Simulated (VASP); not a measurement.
Sr3Ti2O3, 8 atoms in the cell. Symmetry: P6/mmm, No. 191, hexagonal system. The conventional cell has a = 6.792 Å, b = 6.792 Å, c = 5.417 Å, α = 90.00°, β = 90.00°, γ = 120.00°. Sr (site symmetry mmm) has 2 O at 2.71 Å and 4 Ti at 3.34 Å and 4 Sr at 3.40 Å within 3.6 Å. Ti (site symmetry -6m2) has 3 O at 1.96 Å within 2.6 Å. Within 2.6 Å of O (site symmetry mmm) lie 2 Ti at 1.96 Å. The cell was built from a structure type or drawn by symmetry, and may not be a known phase.

| Property | Result |
| --- | --- |
| Program | VASP 6.6.1 |
| Task | single point |
| Functional | PBE |
| Potentials or basis | VASP PAW PBE potentials, release 64 (Sr_sv, Ti_sv, O) |
| Cutoff | 520 eV |
| k mesh | 3 × 3 × 3 |
| Occupations | gaussian, width 0.2 eV |
| Spin | collinear spin |
| Starting moments | [0.0, 0.0, 0.0, 1.0, 1.0, 0.0, 0.0, 0.0] μB |
| Dipole correction | no |
| Further INCAR settings | ALGO = Normal; EDIFF = 1e-06; NBANDS = 50 |

Potentials or basis: VASP PAW PBE potentials, release 64 (Sr_sv, Ti_sv, O).

Command:

```sh
$ cat potpaw_PBE.64/Sr_sv/POTCAR potpaw_PBE.64/Ti_sv/POTCAR potpaw_PBE.64/O/POTCAR > POTCAR
$ mpirun -np 1 vasp_std > vasp.out
```

Hardware: 1 thread of Intel Xeon 8259CL, with other jobs on the host.

Task: How long does it take, and how much memory?

Result: Wall time 10 min on 1 thread of Intel Xeon 8259CL, on a shared host, peak memory 0.48 GiB. Counts: scf iterations 33, k points 6.
